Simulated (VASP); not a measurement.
The system is SiAs4.

```
Si As
1.0
     4.83556    0.00000    0.00000
     0.00000    4.83556    0.00000
     0.00000    0.00000    4.83556
Si As
1 4
Direct
  0.50000 0.50000 0.50000
  0.00000 0.00000 0.00000
  0.50000 0.50000 0.00000
  0.50000 0.00000 0.50000
  0.00000 0.50000 0.50000
```

The cell was built from a structure type or drawn by symmetry, and may not be a known phase.

```yaml
Program: VASP 6.6.1
Task: relaxation of cell and atoms
Functional: PBE
Potentials_or_basis: VASP PAW PBE potentials, release 64 (Si, As)
Cutoff: 600 eV
k_mesh: 8 × 8 × 8
Occupations: gaussian, width 0.1 eV
Spin: no spin polarisation
```

At the start: pressure -3.1 GPa; volume 22.61 Å³/atom.

Where does the relaxation end?

Over 3 steps the energy falls by 12.5 meV/atom and the volume is 21.41 Å³/atom (-5.3 %); space group Pm-3m (No. 221, to 0.1 Å) before and after.

Step by step:
```tsv
step	energy change (eV)	largest force (eV/Å)	pressure (GPa)	volume (Å³)
1	0.0000	0.0000	-3.15	113.07
2	-0.0602	0.0000	0.68	105.96
3	-0.0625	0.0000	0.01	107.03
```

Final structure:
```yaml
crystal:
  lattice:
    - [4.74786, 0.00000, 0.00000]
    - [0.00000, 4.74786, 0.00000]
    - [0.00000, 0.00000, 4.74786]
  atoms:
    - { symbol: Si, position: [0.50000, 0.50000, 0.50000] }
    - { symbol: As, position: [0.00000, 0.00000, 0.00000] }
    - { symbol: As, position: [0.50000, 0.50000, 0.00000] }
    - { symbol: As, position: [0.50000, 0.00000, 0.50000] }
    - { symbol: As, position: [0.00000, 0.50000, 0.50000] }
```
